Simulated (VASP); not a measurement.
# BN (P6_3/mmc) in VASP: a series of runs, part 2 of 2

VASP 6.6.1.

## 4. Relaxation of shape and atoms at fixed volume, PBE+D3(BJ) (volume scaled by 1.06)

Contents of INCAR:

```
ALGO = Normal
EDIFF = 1E-6
EDIFFG = -0.01
ENCUT = 600
GGA = PE
IBRION = 2
ISIF = 4
ISMEAR = 0
IVDW = 12
LASPH = True
LCHARG = False
LREAL = False
LWAVE = False
NELM = 60
NSW = 50
PREC = Accurate
SIGMA = 0.02
```

Contents of KPOINTS:

```
k-points
0
Gamma
  12 12 4
```

Contents of POSCAR:

```
BN
1.0
    2.5323380256      0.0000000000      0.0000000000
   -1.2661690128      2.1930690611      0.0000000000
    0.0000000000      0.0000000000      6.8682233262
B N
2 2
Direct
    0.3333333333      0.6666666667      0.2500000000
    0.6666666667      0.3333333333      0.7500000000
    0.3333333333      0.6666666667      0.7500000000
    0.6666666667      0.3333333333      0.2500000000
```

Potentials or basis: VASP PAW PBE potentials, release 64 (B, N).

Started as:

```
$ cat potpaw_PBE.64/B/POTCAR potpaw_PBE.64/N/POTCAR > POTCAR
$ mpirun -np 1 vasp_std > vasp.out
```

OUTCAR:

```text
EDIFF = 1E-6
   EDIFFG = -0.01
   ENCUT = 600
   GGA = PE
   IBRION = 2
   ISIF = 4
   ISMEAR = 0
   IVDW = 12
   LASPH = True
   LREAL = False
   NELM = 60
   NSW = 50
   PREC = Accurate
 IVDW          = 12

 ion  position               nearest neighbor table
   1  0.333  0.667  0.250-   4 1.46   4 1.46   4 1.46
   2  0.667  0.333  0.750-   3 1.46   3 1.46   3 1.46
   3  0.333  0.667  0.750-   2 1.46   2 1.46   2 1.46
   4  0.667  0.333  0.250-   1 1.46   1 1.46   1 1.46

  LATTYP: Found a hexagonal cell.
 ALAT       =     2.5323380256
 C/A-ratio  =     2.7122063709

  Lattice vectors:

 A1 = (   2.5323380256,   0.0000000000,   0.0000000000)
 A2 = (  -1.2661690128,   2.1930690611,   0.0000000000)
 A3 = (   0.0000000000,   0.0000000000,   6.8682233262)

Analysis of symmetry for initial positions (statically):
=====================================================================
 Subroutine PRICEL returns:
 Original cell was already a primitive cell.

 Routine SETGRP: Setting up the symmetry group for a
 hexagonal supercell.

 Subroutine GETGRP returns: Found 24 space group operations
[... 242 lines left out ...]
     10      11.5367      0.00000
     11      13.3440      0.00000
     12      13.3444      0.00000
[... 331 lines left out ...]
 k-point    24 :       0.3333    0.0000    0.2500
  band No.  band energies     occupation
      1     -13.8877      2.00000
      2     -13.7890      2.00000
      3      -5.0215      2.00000
      4      -4.9868      2.00000
      5      -1.7287      2.00000
      6      -1.7019      2.00000
      7      -1.1859      2.00000
      8      -0.2527      2.00000
      9       8.7094      0.00000
     10       9.1155      0.00000
     11      10.5524      0.00000
     12      11.9685      0.00000

 [... further k-points ...]

------------------------ aborting loop because EDIFF is reached ----------------------------------------

 Edisp (eV)   -0.52756

 E8    (eV) :    -0.1535

  FORCE on cell =-STRESS in cart. coord.  units (eV):
  Direction    XX          YY          ZZ          XY          YZ          ZX
  --------------------------------------------------------------------------------------
  -------------------------------------------------------------------------------------
  Total      -0.35710    -0.35710    -0.31877     0.00000    -0.00000     0.00000
  in kB     -14.99953   -14.99953   -13.38972     0.00000    -0.00000     0.00000
  external pressure =      -14.46 kB  Pullay stress =        0.00 kB

 VOLUME and BASIS-vectors are now :
 -----------------------------------------------------------------------------
  energy-cutoff  :      600.00
  volume of cell :       38.14
      direct lattice vectors                 reciprocal lattice vectors
     2.510385842  0.000000000  0.000000000     0.398345140  0.229984674 -0.000000000
    -1.255192921  2.174057913  0.000000000     0.000000000  0.459969348 -0.000000000
     0.000000000  0.000000000  6.988867503     0.000000000  0.000000000  0.143084699

 POSITION                                       TOTAL-FORCE (eV/Angst)
 -----------------------------------------------------------------------------------
     -0.00000      1.44937      1.74722         0.000000     -0.000000      0.000000
      1.25519      0.72469      5.24165         0.000000      0.000000      0.000000
     -0.00000      1.44937      5.24165        -0.000000      0.000000      0.000000
      1.25519      0.72469      1.74722        -0.000000      0.000000      0.000000
 -----------------------------------------------------------------------------------
    total drift:                               -0.000000      0.000000      0.000000

  FREE ENERGIE OF THE ION-ELECTRON SYSTEM (eV)
  ---------------------------------------------------
  free  energy   TOTEN  =       -35.7163591738 eV

  energy  without entropy=      -35.7163591738  energy(sigma->0) =      -35.71635917

 reached required accuracy - stopping structural energy minimisation
```

OSZICAR:

```text
N       E                     dE             d eps       ncg     rms          rms(c)
DAV:   1     0.725669019608E+02    0.72567E+02   -0.89451E+03  1368   0.138E+03
DAV:   2    -0.334471163025E+02   -0.10601E+03   -0.95144E+02  2052   0.282E+02
DAV:   3    -0.384902082117E+02   -0.50431E+01   -0.50066E+01  1748   0.667E+01
[... 15 lines left out ...]
DAV:   4    -0.351888712958E+02    0.15156E-03   -0.21894E-03  1652   0.462E-01    0.534E-02
DAV:   5    -0.351888147557E+02    0.56540E-04   -0.88791E-04  1684   0.255E-01    0.470E-02
DAV:   6    -0.351887971871E+02    0.17569E-04   -0.16086E-04  1628   0.118E-01    0.384E-03
DAV:   7    -0.351887997263E+02   -0.25391E-05   -0.69529E-06  1672   0.264E-02    0.434E-03
DAV:   8    -0.351888001396E+02   -0.41333E-06   -0.35774E-07  1164   0.529E-03
   2 F= -.35716359E+02 E0= -.35716359E+02  d E =-.193222E-01
```

Wall time 36 s (1 thread of Intel Xeon Platinum 8259CL at 2.50GHz (Skylake/Cascade Lake), shared host); peak memory 0.18 GiB.

Results:

```
Free energy                : -35.7164 eV
Energy gained by relaxing  : 4.8 meV/atom
Ionic steps                : 2
Pressure after relaxing    : -1.4 GPa
Band gap on the k mesh     : 4.34 eV, indirect (least direct gap 4.64 eV)
Dispersion energy per atom : -0.132 eV
```

Step by step:
```tsv
step	energy change (eV)	largest force (eV/Å)	pressure (GPa)	volume (Å³)
1	0.0000	0.0000	-7.14	38.14
2	-0.0193	0.0000	-1.45	38.14
```

Final structure:
```cif
data_structure
_symmetry_space_group_name_H-M 'P 1'
_symmetry_Int_Tables_number 1
_cell_length_a 2.5104
_cell_length_b 2.5104
_cell_length_c 6.9889
_cell_angle_alpha 90.000
_cell_angle_beta 90.000
_cell_angle_gamma 120.000
_cell_volume 38.14
loop_
_atom_site_label
_atom_site_type_symbol
_atom_site_fract_x
_atom_site_fract_y
_atom_site_fract_z
_atom_site_occupancy
B1 B 0.33333 0.66667 0.25000 1
B2 B 0.66667 0.33333 0.75000 1
N1 N 0.33333 0.66667 0.75000 1
N2 N 0.66667 0.33333 0.25000 1
```

Levels at points of the mesh, in eV from the valence-band top:
```
           k point  band 6  band 7  band 8  band 9  band 10  band 11
(0.00, 0.00, 0.00)   -1.34   -1.32   -1.32    4.98     9.69    11.50
(0.50, 0.00, 0.00)   -4.09   -1.29   -0.53    4.34     5.43     9.43
(0.00, 0.00, 0.50)   -1.33   -1.33   -1.33    7.06     7.06    11.54
(0.50, 0.00, 0.50)   -4.11   -0.91   -0.91    4.74     4.74     9.80
```

Caveat: the cell differs from its parent crystal (volume scaled by 1.06).

## 5. Single point, PBE+D3(BJ)

This run uses another cell than the first one, of 8.09 Å³/atom, 0.927 times its volume.

Contents of INCAR:

```
SYSTEM = BN
PREC = Accurate ; ENCUT = 600
EDIFF = 1E-6 ; ISMEAR = 0
SIGMA = 0.01 ; LREAL = .FALSE.
LASPH = .TRUE. ; NELM = 120
ALGO = Normal ; ISIF = 2
LWAVE = .FALSE. ; LCHARG = .TRUE.
GGA = PE ; IVDW = 12
LELF = .TRUE. ; LVHAR = .TRUE.
NBANDS = 16 ; GGA_COMPAT = .FALSE.
```

Contents of KPOINTS:

```
regular mesh
0
G
  12 12 4
  0 0 0
```

Contents of POSCAR:

```
BN
1.0
    2.4959779020      0.0000000000      0.0000000000
   -1.2479889510      2.1615802704      0.0000000000
    0.0000000000      0.0000000000      5.9958572994
B N
2 2
Direct
    0.3333333333      0.6666666667      0.2500000000
    0.6666666667      0.3333333333      0.7500000000
    0.3333333333      0.6666666667      0.7500000000
    0.6666666667      0.3333333333      0.2500000000
```

Started as:

```
$ cat potpaw_PBE.64/B/POTCAR potpaw_PBE.64/N/POTCAR > POTCAR
$ mpirun -np 1 vasp_std > vasp.out
```

Run time: 32 s. Hardware: 1 thread of Intel Xeon 8259CL, shared host; peak memory 0.18 GiB.

Results (log left out):

| Quantity | Value |
| --- | --- |
| Free energy | -35.6760 eV |
| Pressure | 4.9 GPa |
| Band gap on the k mesh | 4.10 eV, indirect (least direct gap 4.39 eV) |
| Dispersion energy per atom | -0.160 eV |

Stress tensor (GPa, compression positive):
```
4.98 0.00 0.00
0.00 4.98 0.00
0.00 0.00 4.69
```

Levels at points of the mesh, in eV from the valence-band top:
```csv
k point,band 6,band 7,band 8,band 9,band 10,band 11
"(0.00, 0.00, 0.00)",-1.43,-1.33,-1.33,5.98,11.44,11.46
"(0.50, 0.00, 0.00)",-4.13,-1.94,-0.29,4.10,6.15,9.69
"(0.00, 0.00, 0.50)",-1.38,-1.38,-1.38,8.90,8.90,11.59
"(0.50, 0.00, 0.50)",-4.21,-1.03,-1.03,4.65,4.65,10.00
```

A k mesh can miss the band edges. Expect the measured gap to be larger: semilocal functionals such as PBE lack the derivative discontinuity.

## 6. Single point, PBE+D3(BJ) (volume scaled by 0.98, then relaxed in part)

Contents of INCAR:

```
SYSTEM = BN
PREC = Accurate
ENCUT = 600
EDIFF = 1E-6
ISMEAR = 0
SIGMA = 0.01
LREAL = .False.
LASPH = .True.
NELM = 120
ALGO = Normal
ISIF = 2
LWAVE = .False.
LCHARG = .True.
GGA = PE
IVDW = 12
LELF = .True.
LVHAR = .True.
NBANDS = 16
GGA_COMPAT = .False.
```

Contents of KPOINTS:

```
regular mesh
0
Gamma
  12 12 4
  0 0 0
```

Contents of POSCAR:

```
BN
1.0
    2.5049314020      0.0000000000      0.0000000000
   -1.2524657010      2.1693342289      0.0000000000
    0.0000000000      0.0000000000      6.4895757005
B N
2 2
Direct
    0.3333333333      0.6666666667      0.2500000000
    0.6666666667      0.3333333333      0.7500000000
    0.3333333333      0.6666666667      0.7500000000
    0.6666666667      0.3333333333      0.2500000000
```

Potentials or basis: VASP PAW PBE potentials, release 64 (B, N).

Started as:

```
$ cat potpaw_PBE.64/B/POTCAR potpaw_PBE.64/N/POTCAR > POTCAR
$ mpirun -np 1 vasp_std > vasp.out
```

It took 46 s on 1 thread of Intel Xeon 8259CL, shared host; peak memory 0.18 GiB.

It converged, with:

| Quantity | Value |
| --- | --- |
| Free energy | -35.7227 eV |
| Pressure | 0.5 GPa |
| Band gap on the k mesh | 4.22 eV, indirect (least direct gap 4.62 eV) |
| Dispersion energy per atom | -0.145 eV |

Stress tensor (GPa, compression positive):
```
0.60 0.00 0.00
0.00 0.60 0.00
0.00 0.00 0.38
```

Levels at points of the mesh, in eV from the valence-band top:
```tsv
k point	band 4	band 5	band 6	band 7	band 8	band 9	band 10	band 11	band 12	band 13
(0.00, 0.00, 0.00)	-3.96	-1.35	-1.35	-1.31	-1.31	5.39	10.56	11.51	11.51	11.65
(0.50, 0.00, 0.00)	-8.85	-4.17	-4.09	-1.54	-0.39	4.22	5.73	9.53	9.90	12.81
(0.00, 0.00, 0.50)	-5.29	-1.33	-1.33	-1.33	-1.33	7.88	7.88	11.58	11.58	11.58
(0.50, 0.00, 0.50)	-8.89	-4.13	-4.13	-0.94	-0.94	4.71	4.71	9.90	9.90	13.70
```

Caveat: the cell differs from its parent crystal (volume scaled by 0.98, then relaxed in part).

## 7. Summary

| task | cell | smearing | gap on the mesh (eV) | pressure (GPa) |
| --- | --- | --- | --- | --- |
| relaxation of shape and atoms at fixed volume | relaxed from a = 2.481, b = 2.481, c = 6.547 Å, angles 90.0, 90.0, 120.0°, 4 atoms | gaussian 0.02 eV | 4.20 | 0.7 |
| relaxation of shape and atoms at fixed volume | relaxed from a = 2.531, b = 2.531, c = 6.680 Å, angles 90.0, 90.0, 120.0°, 4 atoms | gaussian 0.02 eV | 4.30 | -0.9 |
| relaxation of shape and atoms at fixed volume | relaxed from a = 2.532, b = 2.532, c = 6.868 Å, angles 90.0, 90.0, 120.0°, 4 atoms | gaussian 0.02 eV | 4.34 | -1.4 |
| single point | a = 2.496, b = 2.496, c = 5.996 Å, angles 90.0, 90.0, 120.0°, 4 atoms | gaussian 0.01 eV | 4.10 | 4.9 |
| single point | a = 2.505, b = 2.505, c = 6.490 Å, angles 90.0, 90.0, 120.0°, 4 atoms | gaussian 0.01 eV | 4.22 | 0.5 |

Alike in all rows: level PBE+D3(BJ); potentials or basis VASP PAW PBE potentials, release 64 (B, N); no spin polarisation; k mesh 12 × 12 × 4; cutoff (eV) 600.

Total energies depend on the potentials used, so only differences within one code and one set of settings carry meaning.
